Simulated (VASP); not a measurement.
Set up this calculation in VASP 6.6.1, as the native input.

```
Task                   : relaxation of cell and atoms
Functional             : PBE
Potentials or basis    : VASP PAW PBE potentials, release 64 (Sn_d, Sb, Te)
Cutoff                 : 600 eV
k mesh                 : 5 × 5 × 5
Occupations            : gaussian, width 0.2 eV
Spin                   : no spin polarisation
Dipole correction      : no
Further INCAR settings : ALGO = Normal; EDIFF = 1e-06; IBRION = 2; EDIFFG = -0.08; NSW = 36; ISIF = 3
```

The structure of Sn2Sb3Te lies in POSCAR:

```
Sn2Sb3Te
1.0
   -2.1650000000      2.1650000000      9.1850000000
    2.1650000000     -2.1650000000      9.1850000000
    2.1650000000      2.1650000000     -9.1850000000
Sn Sb Te
2 3 1
Direct
    0.3333300000      0.3333300000      0.0000000000
    0.6666700000      0.6666700000      0.0000000000
    0.1666700000      0.1666700000      0.0000000000
    0.8333300000      0.8333300000      0.0000000000
    0.0000000000      0.0000000000      0.0000000000
    0.5000000000      0.5000000000      0.0000000000
```

One way to write it, as run:

INCAR

```
SYSTEM = Sn2Sb3Te
PREC = Accurate
ENCUT = 600
EDIFF = 1E-6
ISMEAR = 0
SIGMA = 0.2
LREAL = .False.
LASPH = .True.
NELM = 100
ALGO = Normal
ISIF = 3
LWAVE = .False.
LCHARG = .False.
GGA = PE
IBRION = 2
NSW = 36
EDIFFG = -0.08
```

KPOINTS

```
regular mesh
0
Gamma
  5 5 5
  0 0 0
```

Potentials or basis: VASP PAW PBE potentials, release 64 (Sn_d, Sb, Te).

Launch:

```sh
$ cat potpaw_PBE.64/Sn_d/POTCAR potpaw_PBE.64/Sb/POTCAR potpaw_PBE.64/Te/POTCAR > POTCAR
$ mpirun -np 1 vasp_std > vasp.out
```

Results of the run:

- Relaxed volume: 30.59 Å³/atom
- Relaxed cell: a = 9.929 Å, b = 9.929 Å, c = 9.929 Å, α = 154.32°, β = 154.32°, γ = 36.63°
- Space group after relaxing (to 0.1 Å): I4/mmm (No. 139)
- Energy gained by relaxing: 21.6 meV/atom
- Ionic steps: 8
- Pressure after relaxing: -0.1 GPa
- Largest force after relaxing: 0.063 eV/Å
- Band gap on the k mesh: zero (an odd number of electrons rules out a gap without spin polarisation)

Caveat: spin-orbit coupling is left out, which moves the levels of the heavy elements; an odd number of electrons without spin polarisation forces a metal; a magnetic or distorted state may lie lower; the relaxation stopped at a loose force limit of 0.08 eV/Å, so its end isn't a converged minimum.

It took 54 min on 1 thread of Intel Xeon 8259CL, on a shared host, peak memory 1.1 GiB.
